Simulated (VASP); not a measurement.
A run of VASP 6.6.1 is set up as follows.

File INCAR:

```
SYSTEM = NaF
ALGO     = Normal         ! electronic algorithm
EDIFF    = 1E-6           ! SCF threshold, eV
ENCUT    = 520            ! plane-wave cutoff, eV
GGA      = PS             ! functional
ISIF     = 2              ! what is computed and relaxed
ISMEAR   = 0              ! smearing method
LASPH    = .TRUE.         ! aspherical terms in the spheres
LCHARG   = .FALSE.        ! write CHGCAR
LREAL    = .FALSE.        ! projectors in reciprocal space
LWAVE    = .FALSE.        ! write WAVECAR
NBANDS   = 14             ! bands
NELM     = 60             ! most SCF steps
PREC     = Accurate       ! precision mode
SIGMA    = 0.05           ! smearing width, eV
```

KPOINTS

```
k-points
0
G
  10 10 10
  0 0 0
```

The input POSCAR:

```
NaF
1.0
    0.0000000000      2.6820539337      1.7433350569
    2.6820539337      0.0000000000      1.7433350569
    2.6820539337      2.6820539337      0.0000000000
Na F
1 1
Direct
    0.0000000000      0.0000000000      0.0000000000
    0.5000000000      0.5000000000      0.5000000000
```

Potentials or basis: VASP PAW PBE potentials, release 64 (Na_pv, F).

Launch:

```sh
$ cat potpaw_PBE.64/Na_pv/POTCAR potpaw_PBE.64/F/POTCAR > POTCAR
$ mpirun -np 1 vasp_std > vasp.out
```

What does it give for the pressure?

35.8 GPa.

Estimate the band gap on the k mesh.

5.14 eV.

Stress tensor (GPa, compression positive):
```
 -3.11   0.00   0.00
  0.00  -3.11   0.00
  0.00   0.00 113.62
```

Caveat: the cell stands under pressure; the PAW data sets were made with another functional, which shifts forces and pressure a little. A k mesh can miss the band edges.
